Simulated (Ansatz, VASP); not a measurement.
## One calculation of Ni, two programs

Contents of INCAR:

```
SYSTEM = Ni
ALGO = Normal
EDIFF = 1E-6
ENCUT = 520
GGA = RP
ISIF = 2
ISMEAR = -1
ISPIN = 2
LASPH = .TRUE.
LCHARG = .FALSE.
LMAXMIX = 4
LORBIT = 11
LREAL = .FALSE.
LWAVE = .FALSE.
MAGMOM = 0.661
NBANDS = 15
NELM = 150
PREC = Accurate
SIGMA = 0.05
```

File KPOINTS:

```
k-points
0
G
  15 15 15
  0 0 0
```

POSCAR

```
Ni
1.0
    2.3232561712      0.0000000000      0.0000000000
    0.0000000000      2.3232561712      0.0000000000
    0.0000000000      0.0000000000      2.3232561712
Ni
1
Direct
    0.0000000000      0.0000000000      0.0000000000
```

Input for Ansatz:

```yaml
crystal:
  lattice:
    - [2.3232561712, 0.0, 0.0]
    - [0.0, 2.3232561712, 0.0]
    - [0.0, 0.0, 2.3232561712]
  atoms:
    - { symbol: Ni, position: [0.0, 0.0, 0.0], spin: 0.661 }
hamiltonian:
  xc: rpbe
  pseudopotentials:
    kind: paw
    azcp:
      Ni: "pseudopotentials/Ni.paw.azcp"
basis:
  ecutwfc: 420
  fft_grid_basis: typed
kpoints:
  mp_grid: { grid: [15, 15, 15], shift: [0, 0, 0] }
magnetization:
  spin_polarized: true
scf:
  occupations: { method: fermi_dirac, width: 0.05 }
  lower_state_search: "off"
output:
  stress: true
  write_density: true
  write_potential: true
  elf: true
  volumetric_format: npy
```

Alike in both runs: task single point; functional RPBE; k mesh 15 × 15 × 15; occupations fermi-dirac, width 0.05 eV; collinear spin.

|  | VASP | Ansatz |
| --- | --- | --- |
| version | VASP 6.6.1 | Ansatz 0.2.0 |
| potentials or method | VASP PAW PBE potentials, release 64 (Ni), cutoff 520 eV | plane waves (420 eV) with PAW, scalar-relativistic |
| valence electrons in the cell | 10 | 18 |

Ansatz gave:

```
pressure (GPa)                                                : 5.7
net moment per atom (μB)                                      : 0.54
size of the moment on the site where the two differ most (μB) : 0.56
```

Which values does VASP return?

Pressure (GPa): 5.6; net moment per atom (μB): 0.52; size of the moment on the site where the two differ most (μB): 0.53.

VASP's potentials were made for PBE, not for RPBE. Site moments also hang on the region over which each program counts them. The functional is the same, so the differences come from potentials, cutoffs and numerics. VASP's potentials hold 10 valence electrons a cell and Ansatz's 18, so a difference there can come from the potentials and not from the codes.
